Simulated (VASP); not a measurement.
# CuPtSO (P4/nmm) in VASP: single point with r2SCAN

Aim: the single point of CuPtSO with r2SCAN.

All numbers are computed with VASP 6.6.1; they aren't measurements. Logs are shortened: lines on timing, memory, paths and dates and some standing lists are left out, and cuts for length are marked.

## Step 1: The cell of the first run

The structure is tetragonal, space group P4/nmm (No. 129). Conventional cell: a = 3.584 Å, b = 3.584 Å, c = 7.706 Å, α = 90.00°, β = 90.00°, γ = 90.00°. Within 2.8 Å of Pt (site symmetry 4mm) lie 4 O at 2.11 Å. Cu (site symmetry -4m2) has 4 S at 2.20 Å and 4 Cu at 2.53 Å within 2.9 Å. Within 2.8 Å of O (site symmetry -4m2) lie 4 Pt at 2.11 Å and 4 O at 2.53 Å. S (site symmetry 4mm) has 4 Cu at 2.20 Å and 4 Pt at 2.93 Å within 3.0 Å.

## Step 2: Single point, r2SCAN, collinear spin, zero start

File POSCAR:

```
CuPtSO
1.0
    3.5839006900      0.0000000000      0.0000000000
    0.0000000000      3.5839006900      0.0000000000
    0.0000000000      0.0000000000      7.7063554700
Pt Cu O S
2 2 2 2
Direct
    0.2500000000      0.2500000000      0.1444000000
    0.7500000000      0.7500000000      0.8556000000
    0.2500000000      0.7500000000      0.5000000000
    0.7500000000      0.2500000000      0.5000000000
    0.2500000000      0.7500000000      0.0000000000
    0.7500000000      0.2500000000      0.0000000000
    0.2500000000      0.2500000000      0.6660000000
    0.7500000000      0.7500000000      0.3340000000
```

File INCAR.step1:

```
SYSTEM = CuPtSO
PREC = Accurate ; ENCUT = 660
ISMEAR = -1 ; SIGMA = 0.1
LREAL = .FALSE. ; LASPH = .TRUE.
NELM = 200 ; ISPIN = 2
MAGMOM = 0 0 0 0 0 0 0 0 ; LMAXMIX = 4
NBANDS = 47 ; GGA = PE
ALGO = Normal ; EDIFF = 1E-5
LWAVE = .TRUE. ; LCHARG = .FALSE.
GGA_COMPAT = .FALSE.
```

File INCAR.step2:

```
SYSTEM = CuPtSO
PREC = Accurate ; ENCUT = 660
EDIFF = 1E-6 ; ISMEAR = -1
SIGMA = 0.1 ; LREAL = .FALSE.
LASPH = .TRUE. ; NELM = 200
ALGO = Normal ; ISIF = 2
LWAVE = .FALSE. ; LCHARG = .TRUE.
ISPIN = 2 ; MAGMOM = 0 0 0 0 0 0 0 0
LORBIT = 11 ; LMAXMIX = 4
METAGGA = R2SCAN ; LMIXTAU = .TRUE.
LELF = .TRUE. ; LVHAR = .TRUE.
NBANDS = 47 ; ISTART = 1
GGA_COMPAT = .FALSE.
```

File KPOINTS:

```
Automatic mesh
0
G
  5 5 3
  0 0 0
```

Potentials or basis: VASP PAW PBE potentials, release 64 (Pt, Cu, O, S).

Command:

```bash
cat potpaw_PBE.64/Pt/POTCAR potpaw_PBE.64/Cu/POTCAR potpaw_PBE.64/O/POTCAR potpaw_PBE.64/S/POTCAR > POTCAR
cp INCAR.step1 INCAR
mpirun -np 1 vasp_std > vasp.out
cp INCAR.step2 INCAR
mpirun -np 1 vasp_std > vasp.out
```

OUTCAR:

```text
SYSTEM = CuPtSO
   PREC = Accurate
   ENCUT = 660
   EDIFF = 1E-6
   ISMEAR = -1
   LREAL = .FALSE.
   LASPH = .TRUE.
   NELM = 200
   ISIF = 2
   ISPIN = 2
   LORBIT = 11
   METAGGA = R2SCAN
   ISTART = 1

 ion  position               nearest neighbor table
   1  0.250  0.250  0.144-   5 2.11   6 2.11   5 2.11   6 2.11   8 2.93   8 2.93   8 2.93   8 2.93
                             2 3.37   2 3.37   2 3.37   2 3.37
   2  0.750  0.750  0.856-   5 2.11   6 2.11   6 2.11   5 2.11   7 2.93   7 2.93   7 2.93   7 2.93
                             1 3.37   1 3.37   1 3.37   1 3.37
   3  0.250  0.750  0.500-   7 2.20   8 2.20   7 2.20   8 2.20   4 2.53   4 2.53   4 2.53   4 2.53

   4  0.750  0.250  0.500-   7 2.20   8 2.20   8 2.20   7 2.20   3 2.53   3 2.53   3 2.53   3 2.53

   5  0.250  0.750  0.000-   1 2.11   2 2.11   1 2.11   2 2.11
   6  0.750  0.250  0.000-   1 2.11   2 2.11   2 2.11   1 2.11
   7  0.250  0.250  0.666-   3 2.20   4 2.20   3 2.20   4 2.20   2 2.93   2 2.93   2 2.93   2 2.93

   8  0.750  0.750  0.334-   3 2.20   4 2.20   4 2.20   3 2.20   1 2.93   1 2.93   1 2.93   1 2.93

  LATTYP: Found a simple tetragonal cell.
 ALAT       =     3.5839006900
 C/A-ratio  =     2.1502703720

  Lattice vectors:

 A1 = (   3.5839006900,   0.0000000000,   0.0000000000)
 A2 = (   0.0000000000,   3.5839006900,   0.0000000000)
 A3 = (   0.0000000000,   0.0000000000,   7.7063554700)

Analysis of symmetry for initial positions (statically):
=====================================================================
 Subroutine PRICEL returns:
 Original cell was already a primitive cell.

 Routine SETGRP: Setting up the symmetry group for a
 simple tetragonal supercell.

 Subroutine GETGRP returns: Found 16 space group operations
 (whereof  4 operations were pure point group operations)
 out of a pool of 16 trial point group operations.

The static configuration has the point symmetry C_2h.
 The point group associated with its full space group is D_4h.

Analysis of symmetry for dynamics (positions and initial velocities):
=====================================================================
 Subroutine PRICEL returns:
 Original cell was already a primitive cell.

 Routine SETGRP: Setting up the symmetry group for a
 simple tetragonal supercell.

 Subroutine GETGRP returns: Found 16 space group operations
 (whereof  4 operations were pure point group operations)
 out of a pool of 16 trial point group operations.

The dynamic configuration has the point symmetry C_2h.
 The point group associated with its full space group is D_4h.

Analysis of structural, dynamic, and magnetic symmetry:
=====================================================================
 Subroutine PRICEL returns:
 Original cell was already a primitive cell.

 Routine SETGRP: Setting up the symmetry group for a
 simple tetragonal supercell.

 Subroutine GETGRP returns: Found 16 space group operations
 (whereof  4 operations were pure point group operations)
 out of a pool of 16 trial point group operations.

The overall configuration has the point symmetry C_2h.
 The point group associated with its full space group is D_4h.

 Subroutine INISYM returns: Found 16 space group operations
 (whereof  4 operations are pure point group operations),
 and found     1 'primitive' translations

----------------------------------------------------------------------------------------

                                     Primitive cell

  volume of cell :      98.9831

  direct lattice vectors                    reciprocal lattice vectors
     3.583900690  0.000000000  0.000000000     0.279025589  0.000000000  0.000000000
     0.000000000  3.583900690  0.000000000     0.000000000  0.279025589  0.000000000
     0.000000000  0.000000000  7.706355470     0.000000000  0.000000000  0.129763025

  length of vectors
     3.583900690  3.583900690  7.706355470     0.279025589  0.279025589  0.129763025

  position of ions in fractional coordinates (direct lattice)
[... 60 lines left out ...]
   k-points           NKPTS =     12   k-points in BZ     NKDIM =     12   number of bands    NBANDS=     47
   number of dos      NEDOS =    301   number of ions     NIONS =      8
   total plane-waves  NPLWV =  63000
   dimension x,y,z NGX =    30 NGY =   30 NGZ =   70
   dimension x,y,z NGXF=    60 NGYF=   60 NGZF=  140
   ions per type =               2   2   2   2
   NGX,Y,Z   is equivalent  to a cutoff of  13.92, 13.92, 15.10 a.u.
   NGXF,Y,Z  is equivalent  to a cutoff of  27.83, 27.83, 30.20 a.u.
 SYSTEM =  CuPtSO
   PREC   = accura    normal or accurate (medium, high low for compatibility)
   ISTART =      1    job   : 0-new  1-cont  2-samecut
   ICHARG =      0    charge: 1-file 2-atom 10-const
   ISPIN  =      2    spin polarized calculation?
   LNONCOLLINEAR =      F non collinear calculations
   LSORBIT =      F    spin-orbit coupling
   LASPH  =      T    aspherical Exc in radial PAW
   ENCUT  =  660.0 eV  48.51 Ry    6.96 a.u.   7.51  7.51 16.14*2*pi/ulx,y,z
   NELM   =    200;   NELMIN=  2; NELMDL=  0     # of ELM steps
   EDIFF  = 0.1E-05   stopping-criterion for ELM
   LREAL  =      F    real-space projection
   EDIFFG = 0.1E-04   stopping-criterion for IOM
   NSW    =      0    number of steps for IOM
   IBRION =     -1    ionic relax: 0-MD 1-quasi-New 2-CG
   NFREE  =      0    steps in history (QN), initial steepest desc. (CG)
   ISIF   =      2    stress and relaxation
   ISYM   =      2    0-nonsym 1-usesym 2-fastsym
   POTIM  = 0.5000    time-step for ionic-motion
   TEBEG  =    0.0;   TEEND  =   0.0 temperature during run
   PSTRESS=    0.0 pullay stress
   NELECT =      66.0000    total number of electrons
   NUPDOWN=      -1.0000    fix difference up-down
   EMIN   =  10.00;   EMAX   =-10.00  energy-range for DOS
   EFERMI =   0.00;   METHOD = LEGACY
   ISMEAR =    -1;   SIGMA  =   0.10  broadening in eV -4-tet -1-fermi 0-gaus
   EFERMI_NEDOS =   21; number of points for ismear=-14 and -15
   IALGO  =     38    algorithm
   IMIX   =      4    mixing-type and parameters
     AMIX     =   0.40;   BMIX     =  1.00
     AMIX_MAG =   1.60;   BMIX_MAG =  1.00
  volume/ion in A,a.u.               =      12.37        83.50
  Fermi-wavevector in a.u.,A,eV,Ry     =   1.430219  2.702722 27.831069  2.045526
  Thomas-Fermi vector in A             =   2.550088
   LORBIT       =     11    0 simple, 1 ext, 2 COOP (PROOUT), +10 PAW based schemes
   METAGGA = R2SCAN    functional components
   LHFCALC =     F    Hartree Fock is set to
   AEXX    =    0.0000 exact exchange contribution
   IVDW    =     0    specifies the selected vdW correction
   LEPSILON=     F    determine dielectric tensor
   LRPA    =     F    only Hartree local field effects (RPA)
 spin polarized calculation
  energy-cutoff  :      660.00
  volume of cell :       98.98
 maximum number of plane-waves:      3834
 NGX is ok and might be reduce to    30
   NGX = 15   NGY = 15   NGZ = 33

 number of electron      66.0000000 magnetization       0.0000093

 Free energy of the ion-electron system (eV)
  ---------------------------------------------------
  ext. energy  EPLUGINS =         0.00000000
  ---------------------------------------------------
  free energy    TOTEN  =      -149.76672188 eV

  energy without entropy =     -149.57967119  energy(sigma->0) =     -149.67319653

 E-fermi :   8.5541     XC(G=0): -13.0510

 val. band max:        8.5518762444   @ k =   0.4000   0.2000   0.3333
 cond. band min:       8.5735675381   @ k =   0.4000   0.0000   0.3333
 fundamental gap:      0.0216912937
 Fermi energy:         8.5541482419

 spin component 1

 k-point     1 :       0.0000    0.0000    0.0000
  band No.  band energies     occupation
      1     -13.3916      1.00000
      2     -11.7486      1.00000
      3      -7.5299      1.00000
      4      -6.3367      1.00000
      5       0.0994      1.00000
      6       0.3482      1.00000
[... 565 lines left out ...]
     44      18.9004      0.00000
     45      19.8262      0.00000
 Fermi energy:         8.5541482419

 spin component 2

 k-point     1 :       0.0000    0.0000    0.0000
  band No.  band energies     occupation
      1     -13.3916      1.00000
      2     -11.7486      1.00000
      3      -7.5299      1.00000
      4      -6.3367      1.00000
      5       0.0994      1.00000
      6       0.3482      1.00000
[... 565 lines left out ...]
     44      18.9004      0.00000
     45      19.8262      0.00000
 [bands above 45 left out]

------------------------ aborting loop because EDIFF is reached ----------------------------------------

  FORCE on cell =-STRESS in cart. coord.  units (eV):
  Direction    XX          YY          ZZ          XY          YZ          ZX
  --------------------------------------------------------------------------------------
  -------------------------------------------------------------------------------------
  Total       15.0493482     15.0493482      9.0888721      0.0000000     -0.0000000      0.0000000
  in kB      243.5944010    243.5944010    147.1158964      0.0000000     -0.0000000      0.0000000
  external PRESSURE =     211.4348995 kB  Pullay stress =       0.0000000 kB

 VOLUME and BASIS-vectors are now :
 -----------------------------------------------------------------------------
  energy-cutoff  :      660.00
  volume of cell :       98.98
      direct lattice vectors                 reciprocal lattice vectors
     3.583900690  0.000000000  0.000000000     0.279025589  0.000000000  0.000000000
     0.000000000  3.583900690  0.000000000     0.000000000  0.279025589  0.000000000
     0.000000000  0.000000000  7.706355470     0.000000000  0.000000000  0.129763025

 POSITION                                       TOTAL-FORCE (eV/Angst)
 -----------------------------------------------------------------------------------
      0.89598      0.89598      1.11280        -0.000000     -0.000000     -0.372739
      2.68793      2.68793      6.59356        -0.000000     -0.000000      0.372739
      0.89598      2.68793      3.85318         0.000000     -0.000000      0.000000
      2.68793      0.89598      3.85318         0.000000     -0.000000      0.000000
      0.89598      2.68793      0.00000         0.000000      0.000000     -0.000000
      2.68793      0.89598      0.00000         0.000000      0.000000      0.000000
      0.89598      0.89598      5.13243        -0.000000     -0.000000      2.745067
      2.68793      2.68793      2.57392        -0.000000     -0.000000     -2.745067
 -----------------------------------------------------------------------------------
    total drift:                                0.000000     -0.000000      0.000000

  FREE ENERGIE OF THE ION-ELECTRON SYSTEM (eV)
  ---------------------------------------------------
  free  energy   TOTEN  =      -149.7667218750 eV

  energy  without entropy=     -149.5796711900  energy(sigma->0) =     -149.67319653

 total charge

# of ion       s       p       d       tot
------------------------------------------
    1        0.496   0.474   8.031   9.000
    2        0.496   0.474   8.031   9.000
    3        0.459   0.569   9.269  10.296
    4        0.459   0.569   9.269  10.296
    5        1.621   3.304   0.000   4.925
    6        1.621   3.304   0.000   4.925
    7        1.342   2.387   0.000   3.730
    8        1.342   2.387   0.000   3.730
--------------------------------------------------
tot          7.835  13.467  34.600  55.903

 magnetization (x)

# of ion       s       p       d       tot
------------------------------------------
    1        0.000   0.000   0.000   0.000
    2        0.000   0.000   0.000   0.000
    3        0.000  -0.000   0.000   0.000
    4        0.000  -0.000   0.000   0.000
    5        0.000   0.000   0.000   0.000
    6        0.000   0.000   0.000   0.000
    7        0.000   0.000   0.000   0.000
    8        0.000   0.000   0.000   0.000
--------------------------------------------------
tot          0.000   0.000   0.000   0.000
```

Wall time 13 min (1 thread of Intel Xeon 8259CL, shared host); peak memory 0.39 GiB.

Results:

* Free energy: -149.7667 eV
* Pressure: 21.1 GPa
* Largest force: 2.745 eV/Å
* Band gap on the k mesh: zero (filled and empty bands overlap)
* Net moment: 0.00 μB per cell
* Valence electrons inside the program's atomic spheres: Pt 9.00; Cu 10.30; O 4.92; S 3.73

Forces in eV/Å, atoms in the order of the input:
```
Pt   0.000  0.000 -0.373
Pt   0.000  0.000  0.373
Cu   0.000  0.000  0.000
Cu   0.000  0.000  0.000
O    0.000  0.000  0.000
O    0.000  0.000  0.000
S    0.000  0.000  2.745
S    0.000  0.000 -2.745
```

Levels at points of the mesh, in eV from the Fermi level:
Spin up:
```tsv
k point	band 30	band 31	band 32	band 33	band 34	band 35
(0.00, 0.00, 0.00)	-0.67	-0.13	0.54	0.54	0.66	0.66
```
Spin down:
| k point | band 29 | band 30 | band 31 | band 32 | band 33 | band 34 | band 35 | band 36 |
| --- | --- | --- | --- | --- | --- | --- | --- | --- |
| (0.00, 0.00, 0.00) | -0.67 | -0.67 | -0.13 | 0.54 | 0.54 | 0.66 | 0.66 | 1.15 |

Caveat: the stress differs along the axes, from 15 to 24 GPa; the PAW data sets were made with another functional, which shifts forces and pressure a little; spin-orbit coupling is left out, which moves the levels of the heavy elements; semilocal functionals often make such compounds metallic where correlation or magnetic order opens a gap, which also shifts bond lengths. With open d or f shells a metallic result of r2SCAN can be an artefact of self-interaction; +U or a hybrid may open a gap.

The gap in the log of VASP goes by the Fermi energy; the results here count the filled bands.